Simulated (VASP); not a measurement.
I: single point with LDA

I:

```
I
1.0
     2.70736    0.00000    0.00000
    -1.35368    2.34464    0.00000
     0.00000    0.00000    2.54543
I
1
Direct
  0.00000 0.00000 0.00000
```

```
Program                : VASP 6.6.1
Task                   : single point
Functional             : LDA
Potentials or basis    : VASP PAW LDA potentials, release 64 (I)
Cutoff                 : 520 eV
k mesh                 : 16 × 16 × 15
Occupations            : fermi-dirac, width 0.05 eV
Spin                   : no spin polarisation
Dipole correction      : no
Further INCAR settings : ALGO = Normal; EDIFF = 1e-06; NBANDS = 10
```

- Pressure: 150.4 GPa
- Band gap on the k mesh: zero (an odd number of electrons rules out a gap without spin polarisation)

Stress tensor (GPa, compression positive):
```
150.29   0.00   0.00
  0.00 150.29   0.00
  0.00   0.00 150.74
```

Levels at points of the mesh, in eV from the Fermi level:
```csv
k point,band 1,band 2,band 3,band 4,band 5,band 6,band 7
"(0.00, 0.00, 0.00)",-22.82,0.19,2.38,2.38,4.61,8.25,9.11
"(0.50, 0.00, 0.00)",-17.23,-13.41,-2.64,2.78,4.96,9.72,11.78
```

Wall time 10 s on 1 thread of Intel(R) Xeon(R) 6975P-C (Granite Rapids), on a shared host, peak memory 0.14 GiB.

Caveat: the cell stands under pressure; spin-orbit coupling is left out, which moves the levels of the heavy elements; an odd number of electrons without spin polarisation forces a metal; a magnetic or distorted state may lie lower.
